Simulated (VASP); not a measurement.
AlGaAs2, 4 atoms in the cell. It takes space group P-4m2 (No. 115, tetragonal). Conventional cell: a = 4.016 Å, b = 4.016 Å, c = 5.662 Å, α = 90.00°, β = 90.00°, γ = 90.00°. Al (site symmetry -4m2) has 4 As at 2.45 Å within 3.2 Å. Within 3.2 Å of As (site symmetry 2mm) lie 2 Al at 2.45 Å and 2 Ga at 2.46 Å. Ga (site symmetry -4m2) has 4 As at 2.46 Å within 3.2 Å. 

| Property | Result |
| --- | --- |
| Program | VASP 6.6.1 |
| Task | single point |
| Functional | PBE-based screened hybrid |
| Potentials or basis | VASP PAW PBE potentials, release 64 (Al, As, Ga_d) |
| Cutoff | 400 eV |
| k mesh | 4 × 4 × 2 |
| Occupations | gaussian, width 0.01 eV |
| Spin | no spin polarisation |
| Dipole correction | no |
| Grid for exact exchange (PRECFOCK) | Normal |
| Share of exact exchange | 0.1 |
| Further INCAR settings | ALGO = Normal; EDIFF = 1e-06; NBANDS = 21 |
| Screening parameter | 0.1 1/Å |

Potentials or basis: VASP PAW PBE potentials, release 64 (Al, As, Ga_d).

Run with:

```bash
$ cat potpaw_PBE.64/Al/POTCAR potpaw_PBE.64/As/POTCAR potpaw_PBE.64/Ga_d/POTCAR > POTCAR
$ cp INCAR.step1 INCAR
$ mpirun -np 1 vasp_std > vasp.out
$ cp INCAR.step2 INCAR
$ mpirun -np 1 vasp_std > vasp.out
```

Hardware: 1 thread of Intel Xeon 6975P-C (shared host).

**Question.** How long does it take, and how much memory?

**Answer.** It took 9.1 min on 1 thread of Intel Xeon 6975P-C (shared host), peak memory 0.3 GiB. Counts: k points 12.
